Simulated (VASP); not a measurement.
# CaO (F-43m) in VASP: further runs

Aim: see how the results for CaO move with the level of theory and the settings. Levels: PBE, r2SCAN. Tasks: single point.

Program: VASP 6.6.1. These are calculated values, not measurements. Logs are shortened: lines on timing, memory, paths and dates and some standing lists are left out, and cuts for length are marked.

**1. The cell of the first run**

It takes space group F-43m (No. 216, cubic). The conventional cell has a = 5.345 Å, b = 5.345 Å, c = 5.345 Å, α = 90.00°, β = 90.00°, γ = 90.00°. Within 3.1 Å of Ca (site symmetry -43m) lie 4 O at 2.31 Å. Within 3.1 Å of O (site symmetry -43m) lie 4 Ca at 2.31 Å.

**2. Single point, PBE (volume changed by +6%)**

Input file INCAR:

```
SYSTEM = CaO
ALGO     = Normal         ! electronic algorithm
EDIFF    = 1E-6           ! SCF threshold, eV
ENCUT    = 520            ! plane-wave cutoff, eV
GGA      = PE             ! functional
ISIF     = 2              ! what is computed and relaxed
ISMEAR   = 0              ! smearing method
LASPH    = .TRUE.         ! aspherical terms in the spheres
LCHARG   = .FALSE.        ! write CHGCAR
LREAL    = .FALSE.        ! projectors in reciprocal space
LWAVE    = .FALSE.        ! write WAVECAR
NBANDS   = 15             ! bands
NELM     = 80             ! most SCF steps
PREC     = Accurate       ! precision mode
SIGMA    = 0.01           ! smearing width, eV
```

Input file KPOINTS:

```
k-points
0
G
  8 8 8
  0 0 0
```

Input file POSCAR:

```
CaO
1.0
    0.0000000000      2.6727339616      2.6727339616
    2.6727339616      0.0000000000      2.6727339616
    2.6727339616      2.6727339616      0.0000000000
Ca O
1 1
Direct
    0.0000000000      0.0000000000      0.0000000000
    0.2500000000      0.2500000000      0.2500000000
```

Potentials or basis: VASP PAW PBE potentials, release 64 (Ca_sv, O).

Started as:

```console
$ cat potpaw_PBE.64/Ca_sv/POTCAR potpaw_PBE.64/O/POTCAR > POTCAR
$ mpirun -np 1 vasp_std > vasp.out
```

OUTCAR:

```text
SYSTEM = CaO
   EDIFF = 1E-6
   ENCUT = 520
   GGA = PE
   ISIF = 2
   ISMEAR = 0
   LASPH = .TRUE.
   LREAL = .FALSE.
   NELM = 80
   PREC = Accurate

 ion  position               nearest neighbor table
   1  0.000  0.000  0.000-   2 2.31   2 2.31   2 2.31   2 2.31
   2  0.250  0.250  0.250-   1 2.31   1 2.31   1 2.31   1 2.31

  LATTYP: Found a face centered cubic cell.
 ALAT       =     5.3454679232

  Lattice vectors:

 A1 = (   0.0000000000,   2.6727339616,   2.6727339616)
 A2 = (   2.6727339616,   0.0000000000,   2.6727339616)
 A3 = (   2.6727339616,   2.6727339616,   0.0000000000)

Analysis of symmetry for initial positions (statically):
=====================================================================
 Subroutine PRICEL returns:
 Original cell was already a primitive cell.

 Routine SETGRP: Setting up the symmetry group for a
 face centered cubic supercell.

 Subroutine GETGRP returns: Found 24 space group operations
 (whereof 24 operations were pure point group operations)
 out of a pool of 48 trial point group operations.

The static configuration has the point symmetry T_d .

Analysis of symmetry for dynamics (positions and initial velocities):
=====================================================================
 Subroutine PRICEL returns:
 Original cell was already a primitive cell.

 Routine SETGRP: Setting up the symmetry group for a
 face centered cubic supercell.

 Subroutine GETGRP returns: Found 24 space group operations
 (whereof 24 operations were pure point group operations)
 out of a pool of 48 trial point group operations.

The dynamic configuration has the point symmetry T_d .

 Subroutine INISYM returns: Found 24 space group operations
 (whereof 24 operations are pure point group operations),
 and found     1 'primitive' translations

----------------------------------------------------------------------------------------

                                     Primitive cell

  volume of cell :      38.1854

  direct lattice vectors                    reciprocal lattice vectors
     0.000000000  2.672733962  2.672733962    -0.187074362  0.187074362  0.187074362
     2.672733962  0.000000000  2.672733962     0.187074362 -0.187074362  0.187074362
     2.672733962  2.672733962  0.000000000     0.187074362  0.187074362 -0.187074362

  length of vectors
     3.779816617  3.779816617  3.779816617     0.324022299  0.324022299  0.324022299

  position of ions in fractional coordinates (direct lattice)
     0.000000000  0.000000000  0.000000000
     0.250000000  0.250000000  0.250000000

  ion indices of the primitive-cell ions
   primitive index   ion index
                 1           1
                 2           2

----------------------------------------------------------------------------------------

 KPOINTS: k-points

Automatic generation of k-mesh.
 Grid dimensions read from file:
 generate k-points for:    8    8    8

 Generating k-lattice:

  Cartesian coordinates                     Fractional coordinates (reciprocal lattice)
    -0.023384295  0.023384295  0.023384295     0.125000000  0.000000000  0.000000000
     0.023384295 -0.023384295  0.023384295     0.000000000  0.125000000  0.000000000
     0.023384295  0.023384295 -0.023384295     0.000000000  0.000000000  0.125000000

  Length of vectors
     0.040502787  0.040502787  0.040502787

  Shift w.r.t. Gamma in fractional coordinates (k-lattice)
     0.000000000  0.000000000  0.000000000

 Subroutine IBZKPT returns following result:
 ===========================================

 Found     29 irreducible k-points:

 Following reciprocal coordinates:
            Coordinates               Weight
  0.000000  0.000000  0.000000      1.000000
  0.125000  0.000000  0.000000      8.000000
  0.250000  0.000000  0.000000      8.000000
  0.375000  0.000000  0.000000      8.000000
  0.500000  0.000000  0.000000      4.000000
  0.125000  0.125000  0.000000      6.000000
[... 16 lines left out ...]
  0.500000  0.250000  0.125000     48.000000
 -0.375000  0.250000  0.125000     24.000000
 [... further k-points ...]
   k-points           NKPTS =     29   k-points in BZ     NKDIM =     29   number of bands    NBANDS=     15
   number of dos      NEDOS =    301   number of ions     NIONS =      2
   total plane-waves  NPLWV =  21952
   dimension x,y,z NGX =    28 NGY =   28 NGZ =   28
   dimension x,y,z NGXF=    56 NGYF=   56 NGZF=   56
   ions per type =               1   1
   NGX,Y,Z   is equivalent  to a cutoff of  12.32, 12.32, 12.32 a.u.
   NGXF,Y,Z  is equivalent  to a cutoff of  24.63, 24.63, 24.63 a.u.
 SYSTEM =  CaO
   PREC   = accura    normal or accurate (medium, high low for compatibility)
   ISTART =      0    job   : 0-new  1-cont  2-samecut
   ICHARG =      2    charge: 1-file 2-atom 10-const
   ISPIN  =      1    spin polarized calculation?
   LNONCOLLINEAR =      F non collinear calculations
   LSORBIT =      F    spin-orbit coupling
   LASPH  =      T    aspherical Exc in radial PAW
   ENCUT  =  520.0 eV  38.22 Ry    6.18 a.u.   7.03  7.03  7.03*2*pi/ulx,y,z
   NELM   =     80;   NELMIN=  2; NELMDL= -5     # of ELM steps
   EDIFF  = 0.1E-05   stopping-criterion for ELM
   LREAL  =      F    real-space projection
   EDIFFG = 0.1E-04   stopping-criterion for IOM
   NSW    =      0    number of steps for IOM
   IBRION =     -1    ionic relax: 0-MD 1-quasi-New 2-CG
   NFREE  =      0    steps in history (QN), initial steepest desc. (CG)
   ISIF   =      2    stress and relaxation
   ISYM   =      2    0-nonsym 1-usesym 2-fastsym
   POTIM  = 0.5000    time-step for ionic-motion
   TEBEG  =    0.0;   TEEND  =   0.0 temperature during run
   PSTRESS=    0.0 pullay stress
   NELECT =      16.0000    total number of electrons
   NUPDOWN=      -1.0000    fix difference up-down
   EMIN   =  10.00;   EMAX   =-10.00  energy-range for DOS
   EFERMI =   0.00;   METHOD = LEGACY
   ISMEAR =     0;   SIGMA  =   0.01  broadening in eV -4-tet -1-fermi 0-gaus
   EFERMI_NEDOS =   21; number of points for ismear=-14 and -15
   IALGO  =     38    algorithm
   IMIX   =      4    mixing-type and parameters
     AMIX     =   0.40;   BMIX     =  1.00
     AMIX_MAG =   1.60;   BMIX_MAG =  1.00
  volume/ion in A,a.u.               =      19.09       128.84
  Fermi-wavevector in a.u.,A,eV,Ry     =   1.225037  2.314984 20.418466  1.500715
  Thomas-Fermi vector in A             =   2.360089
   LORBIT       =      0    0 simple, 1 ext, 2 COOP (PROOUT), +10 PAW based schemes
   GGA     = PE    functional components
   LHFCALC =     F    Hartree Fock is set to
   AEXX    =    0.0000 exact exchange contribution
   IVDW    =     0    specifies the selected vdW correction
   LEPSILON=     F    determine dielectric tensor
   LRPA    =     F    only Hartree local field effects (RPA)
 non-spin polarized calculation
 Gauss-broadening in eV      SIGMA  =   0.01
  energy-cutoff  :      520.00
  volume of cell :       38.19
 maximum number of plane-waves:      1056
   NGX = 13   NGY = 13   NGZ = 13

 number of electron      16.0000008 magnetization

 Free energy of the ion-electron system (eV)
  ---------------------------------------------------
  ext. energy  EPLUGINS =         0.00000000
  ---------------------------------------------------
  free energy    TOTEN  =       -12.42323453 eV

  energy without entropy =      -12.42323453  energy(sigma->0) =      -12.42323453

 E-fermi :   0.3218     XC(G=0):  -8.7256

 val. band max:        0.1597923083   @ k =   0.5000   0.5000   0.0000
 cond. band min:       3.2298553480   @ k =   0.0000   0.0000   0.0000
 fundamental gap:      3.0700630397
 Fermi energy:         0.3218396674

 k-point     1 :       0.0000    0.0000    0.0000
  band No.  band energies     occupation
      1     -37.3232      2.00000
      2     -18.2736      2.00000
      3     -18.2736      2.00000
      4     -18.2736      2.00000
      5     -14.5179      2.00000
      6      -0.3416      2.00000
      7      -0.3416      2.00000
      8      -0.3416      2.00000
      9       3.2299      0.00000
     10       7.8173      0.00000
     11       7.8173      0.00000
     12       9.2679      0.00000
     13       9.2679      0.00000
     14       9.2679      0.00000
     15      15.9795      0.00000

 k-point     2 :       0.1250    0.0000    0.0000
  band No.  band energies     occupation
      1     -37.3186      2.00000
      2     -18.3559      2.00000
      3     -18.2796      2.00000
      4     -18.2796      2.00000
      5     -14.4346      2.00000
      6      -0.5180      2.00000
      7      -0.3051      2.00000
      8      -0.3051      2.00000
      9       3.7539      0.00000
     10       7.6646      0.00000
     11       7.6646      0.00000
     12       9.0553      0.00000
     13       9.3967      0.00000
     14       9.3967      0.00000
     15      14.4126      0.00000

 k-point     3 :       0.2500    0.0000    0.0000
  band No.  band energies     occupation
      1     -37.3076      2.00000
      2     -18.5395      2.00000
      3     -18.2939      2.00000
      4     -18.2939      2.00000
      5     -14.2517      2.00000
      6      -0.7477      2.00000
      7      -0.2230      2.00000
      8      -0.2230      2.00000
      9       4.8457      0.00000
     10       7.5086      0.00000
     11       7.5086      0.00000
     12       8.6190      0.00000
     13       9.4670      0.00000
     14       9.4670      0.00000
     15      12.4911      0.00000
[... 343 lines left out ...]
 k-point    23 :       0.5000    0.2500    0.1250
  band No.  band energies     occupation
      1     -37.2905      2.00000
      2     -18.7162      2.00000
      3     -18.3885      2.00000
      4     -18.3292      2.00000
      5     -13.9965      2.00000
      6      -0.7402      2.00000
      7      -0.2359      2.00000
      8      -0.0361      2.00000
      9       5.5897      0.00000
     10       6.7010      0.00000
     11       7.9357      0.00000
     12       8.8348      0.00000
     13       9.3593      0.00000
     14       9.7756      0.00000
     15      12.1956      0.00000

 k-point    24 :      -0.3750    0.2500    0.1250
  band No.  band energies     occupation
      1     -37.2869      2.00000
      2     -18.7557      2.00000
      3     -18.4030      2.00000
      4     -18.3375      2.00000
      5     -13.9474      2.00000
      6      -0.6208      2.00000
      7      -0.3105      2.00000
      8      -0.0031      2.00000
      9       5.4922      0.00000
     10       6.8170      0.00000
     11       7.8471      0.00000
     12       9.0104      0.00000
     13       9.2537      0.00000
     14      10.1488      0.00000
     15      11.6692      0.00000

 [... further k-points ...]
[... 5 lines left out ...]
  --------------------------------------------------------------------------------------
  -------------------------------------------------------------------------------------
  Total       -0.8460817     -0.8460817     -0.8460817     -0.0000000      0.0000000     -0.0000000
  in kB      -35.4997822    -35.4997822    -35.4997822     -0.0000000      0.0000000     -0.0000000
  external PRESSURE =     -35.4997822 kB  Pullay stress =       0.0000000 kB

 VOLUME and BASIS-vectors are now :
 -----------------------------------------------------------------------------
  energy-cutoff  :      520.00
  volume of cell :       38.19
      direct lattice vectors                 reciprocal lattice vectors
     0.000000000  2.672733962  2.672733962    -0.187074362  0.187074362  0.187074362
     2.672733962  0.000000000  2.672733962     0.187074362 -0.187074362  0.187074362
     2.672733962  2.672733962  0.000000000     0.187074362  0.187074362 -0.187074362

 POSITION                                       TOTAL-FORCE (eV/Angst)
 -----------------------------------------------------------------------------------
      0.00000      0.00000      0.00000         0.000000      0.000000     -0.000000
      1.33637      1.33637      1.33637        -0.000000     -0.000000      0.000000
 -----------------------------------------------------------------------------------
    total drift:                               -0.000000     -0.000000     -0.000000

  FREE ENERGIE OF THE ION-ELECTRON SYSTEM (eV)
  ---------------------------------------------------
  free  energy   TOTEN  =       -12.4232345313 eV

  energy  without entropy=      -12.4232345313  energy(sigma->0) =      -12.42323453
```

Run time: 16 s. Hardware: 1 thread of Intel Xeon 6975P-C (Granite Rapids), shared host; peak memory 0.16 GiB.

What came out:

```
Free energy            : -12.4232 eV
Pressure               : -3.5 GPa
Band gap on the k mesh : 3.07 eV, indirect (least direct gap 3.57 eV)
```

 A k mesh can miss the band edges.

**3. Single point, r2SCAN (volume changed by -6%)**

Input file POSCAR:

```
CaO
1.0
    0.0000000000      2.5535182028      2.5535182028
    2.5535182028      0.0000000000      2.5535182028
    2.5535182028      2.5535182028      0.0000000000
Ca O
1 1
Direct
    0.0000000000      0.0000000000      0.0000000000
    0.2500000000      0.2500000000      0.2500000000
```

Input file INCAR.step1:

```
PREC = Accurate ; ENCUT = 520
ISMEAR = 0 ; SIGMA = 0.01
LREAL = F ; LASPH = T
NELM = 80 ; NBANDS = 15
GGA = PE ; ALGO = Normal
EDIFF = 1E-4 ; LWAVE = T
LCHARG = F
```

Input file INCAR.step2:

```
PREC = Accurate ; ENCUT = 520
EDIFF = 1E-7 ; ISMEAR = 0
SIGMA = 0.01 ; LREAL = F
LASPH = T ; NELM = 80
ALGO = Normal ; ISIF = 2
LWAVE = F ; LCHARG = T
METAGGA = R2SCAN ; LMIXTAU = T
LELF = T ; LVHAR = T
NBANDS = 15 ; ISTART = 1
```

Input file KPOINTS:

```
Automatic mesh
0
Gamma
  8 8 8
```

Potentials or basis: VASP PAW PBE potentials, release 64 (Ca_sv, O).

Started as:

```console
$ cat potpaw_PBE.64/Ca_sv/POTCAR potpaw_PBE.64/O/POTCAR > POTCAR
$ cp INCAR.step1 INCAR
$ mpirun -np 1 vasp_std > vasp.out
$ cp INCAR.step2 INCAR
$ mpirun -np 1 vasp_std > vasp.out
```

It took 70 s on 1 thread of Intel Xeon 6975P-C (Granite Rapids), shared host; peak memory 0.17 GiB.

It converged, with:

```yaml
Free_energy: -18.8886 eV
Pressure: 6.9 GPa
Band_gap_on_the_k_mesh: 3.95 eV, indirect (least direct gap 4.70 eV)
```

Levels at points of the mesh, in eV from the valence-band top:
| k point | band 6 | band 7 | band 8 | band 9 | band 10 | band 11 |
| --- | --- | --- | --- | --- | --- | --- |
| (0.00, 0.00, 0.00) | -0.75 | -0.75 | -0.75 | 3.95 | 8.90 | 8.90 |
| (0.50, 0.00, 0.00) | -1.03 | -0.45 | -0.45 | 6.78 | 8.80 | 8.80 |
| (0.50, 0.50, 0.00) | -1.57 | -0.01 | -0.01 | 5.45 | 7.41 | 10.09 |

Caveat: the PAW data sets were made with another functional, which shifts forces and pressure a little.

(Continued in part 2 of 2.)
